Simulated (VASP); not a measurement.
Input of a VASP 6.6.1 run:

INCAR

```
  ALGO = Normal
  EDIFF = 1E-7
  ENCUT = 520
  GGA = PS
  ISIF = 2
  ISMEAR = 0
  LASPH = True
  LCHARG = False
  LREAL = False
  LWAVE = False
  NBANDS = 17
  NELM = 60
  PREC = Accurate
  SIGMA = 0.05
```

File KPOINTS:

```
k-points
0
Gamma
  10 10 10
```

File POSCAR:

```
RuS
1.0
    0.0000000000      2.3856252102      2.3856252102
    2.3856252102      0.0000000000      2.3856252102
    2.3856252102      2.3856252102      0.0000000000
Ru S
1 1
Direct
    0.5000000000      0.5000000000      0.5000000000
    0.0000000000      0.0000000000      0.0000000000
```

Potentials or basis: VASP PAW PBE potentials, release 64 (Ru_pv, S).

Command:

```sh
$ cat potpaw_PBE.64/Ru_pv/POTCAR potpaw_PBE.64/S/POTCAR > POTCAR
$ mpirun -np 1 vasp_std > vasp.out
```

(1) Estimate the pressure.

(2) What does it give for the band gap on the k mesh?

Answers

(1) 9.0 GPa.

(2) zero (bands 10 and 11 overlap by 2.36 eV).

Caveat: the cell stands under pressure; the PAW data sets were made with another functional, which shifts forces and pressure a little.
